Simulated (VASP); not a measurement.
Crystal: Si2Ge.

```
CELL_PARAMETERS angstrom
2.86861 0.00000 0.00000
-1.43431 2.48429 0.00000
0.00000 0.00000 13.70355
ATOMIC_POSITIONS crystal
Si 0.33333 0.66667 0.00000
Si 0.66667 0.33333 0.84547
Si 0.66667 0.33333 0.15453
Si 0.66667 0.33333 0.50000
Ge 0.33333 0.66667 0.67033
Ge 0.33333 0.66667 0.32967
```

- Program: VASP 6.6.1
- Task: relaxation of cell and atoms
- Functional: PBE
- Potentials or basis: VASP PAW PBE potentials, release 64 (Si, Ge_d)
- Cutoff: 500 eV
- k mesh: 18 × 18 × 4
- Occupations: gaussian, width 0.1 eV
- Spin: no spin polarisation

At the start: pressure -0.0 GPa; volume 16.28 Å³/atom.

How do energy, volume and symmetry change on relaxing?

Over 12 steps the energy falls by 5.0 meV/atom; space group P-6m2 (No. 187, to 0.1 Å) before and after.

The path:
```csv
step,energy change (eV),largest force (eV/Å),pressure (GPa),volume (Å³)
1,0.0000,0.0491,0.00,97.66
2,-0.0050,0.0477,0.01,97.65
3,-0.0224,0.0361,-0.02,97.62
4,-0.0073,0.1392,0.14,97.45
5,-0.0286,0.0714,-0.03,97.58
6,-0.0286,0.0796,-0.04,97.57
7,-0.0287,0.0763,-0.02,97.57
8,-0.0297,0.0395,0.05,97.51
9,-0.0301,0.0171,0.14,97.44
10,-0.0300,0.0096,-0.23,97.92
11,-0.0302,0.0137,-0.02,97.66
12,-0.0302,0.0094,-0.01,97.64
```

Final structure:
```xyz
6
Lattice="2.8215 0.0000 0.0000 -1.4108 2.4435 0.0000 0.0000 0.0000 14.1626" Properties=species:S:1:pos:R:3 pbc="T T T"
Si    0.0000    1.6290   14.1626
Si    1.4108    0.8145   12.0075
Si    1.4108    0.8145    2.1551
Si    1.4108    0.8145    7.0813
Ge    0.0000    1.6290    9.5157
Ge    0.0000    1.6290    4.6468
```

Caveat: the highest band is partly filled, so the run has too few bands.
